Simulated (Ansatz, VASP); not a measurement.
# Two plane-wave programs on CaGaCo

```
CELL_PARAMETERS angstrom
3.57966 0.00000 0.00000
0.00000 3.57966 0.00000
0.00000 0.00000 7.57845
ATOMIC_POSITIONS crystal
Ga 0.00000 0.50000 0.08390
Ga 0.50000 0.00000 0.91610
Ca 0.00000 0.50000 0.65030
Ca 0.50000 0.00000 0.34970
Co 0.00000 0.50000 0.33000
Co 0.50000 0.00000 0.67000
```

Alike in both runs: task single point; functional PBE; k mesh 9 × 9 × 5; occupations gaussian, width 0.0976 eV; no spin polarisation; Hubbard terms Co d U = 1.61 eV.

```csv
,VASP,Ansatz
version,VASP 6.6.1,Ansatz 0.2.0
potentials or method,"VASP PAW PBE potentials, release 64 (Ga_d, Ca_sv, Co), cutoff 520 eV",PAW plane waves
valence electrons in the cell,64,80
```

```csv
,VASP,Ansatz,Ansatz less VASP
rms of the force components (eV/Å),3.752,3.848,+0.0960
```

The programs project onto different local orbitals, so the same U acts differently, and such runs can settle in different states. Atom by atom the forces differ by 0.099 eV/Å (rms over components). VASP's potentials hold 64 valence electrons a cell and Ansatz's 80, so a difference there can come from the potentials and not from the codes. Ansatz's warnings: filled band counts differ across k points.
